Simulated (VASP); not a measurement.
Here is a VASP 6.6.1 calculation.

File INCAR:

```
PREC = Accurate
ENCUT = 520
EDIFF = 1E-6
ISMEAR = -1
SIGMA = 0.05
LREAL = False
LASPH = True
NELM = 150
ALGO = Normal
ISIF = 2
LWAVE = False
LCHARG = False
ISPIN = 2
MAGMOM = 1 1 0 0
LORBIT = 11
LMAXMIX = 4
GGA = B5
ALDAX = 1.0
AGGAX = 1.0
AGGAC = 1.0
ALDAC = 0.0
NBANDS = 26
```

KPOINTS

```
Automatic mesh
0
Gamma
  9 8 6
```

Contents of POSCAR:

```
SiNi
1.0
    3.0004866984      0.0000000000      0.0000000000
    0.0000000000      3.3446619823      0.0000000000
    0.0000000000      0.0000000000      4.7691846927
Ni Si
2 2
Direct
    0.5000000000      0.5000000000      0.3424955900
    0.0000000000      0.0000000000      0.6575044100
    0.5000000000      0.5000000000      0.8431431600
    0.0000000000      0.0000000000      0.1568568400
```

Potentials or basis: VASP PAW PBE potentials, release 64 (Ni, Si).

The run is started by

```bash
$ cat potpaw_PBE.64/Ni/POTCAR potpaw_PBE.64/Si/POTCAR > POTCAR
$ mpirun -np 1 vasp_std > vasp.out
```

What does it give for the band gap on the k mesh?

Zero (filled and empty bands overlap).

What does it give for the net moment?

0.00 μB per cell.

Stress tensor (GPa, compression positive):
```
7.90 0.00 0.00
0.00 5.79 0.00
0.00 0.00 0.96
```

Caveat: the PAW data sets were made with another functional, which shifts forces and pressure a little.
